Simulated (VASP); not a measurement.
## Ca: single point with PBEsol

Crystal: Ca.

```xyz
2
Lattice="3.7750 0.0000 0.0000 -1.8875 3.2692 0.0000 0.0000 0.0000 6.2108" Properties=species:S:1:pos:R:3 pbc="T T T"
Ca    0.0000    2.1795    1.5527
Ca    1.8875    1.0897    4.6581
```

This isn't the form of Ca at room conditions, which is fcc.

| Property | Result |
| --- | --- |
| Program | VASP 6.6.1 |
| Task | single point |
| Functional | PBEsol |
| Potentials or basis | VASP PAW PBE potentials, release 64 (Ca_sv) |
| Cutoff | 520 eV |
| k mesh | 12 × 12 × 8 |
| Occupations | gaussian, width 0.1 eV |
| Spin | no spin polarisation |

```
Pressure               : 1.2 GPa
Band gap on the k mesh : zero (bands 10 and 11 overlap by 0.43 eV)
```

Stress tensor (GPa, compression positive):
```
1.20 0.00 0.00
0.00 1.20 0.00
0.00 0.00 1.34
```

Levels at points of the mesh, in eV from the Fermi level:
```csv
k point,band 7,band 8,band 9,band 10,band 11,band 12,band 13,band 14
"(0.00, 0.00, 0.00)",-22.65,-22.64,-4.27,-1.14,-0.17,2.34,2.38,2.38
"(0.50, 0.00, 0.00)",-22.69,-22.68,-1.16,-0.69,0.11,0.30,1.43,2.02
"(0.00, 0.00, 0.50)",-22.66,-22.66,-3.18,-3.18,1.39,1.39,2.37,2.37
"(0.50, 0.00, 0.50)",-22.69,-22.69,-0.78,-0.78,0.16,0.16,1.47,1.47
```

Run time: 94 s on 1 thread of Intel(R) Xeon(R) 6975P-C (Granite Rapids) (shared host), peak memory 0.24 GiB.

Caveat: the PAW data sets were made with another functional, which shifts forces and pressure a little.
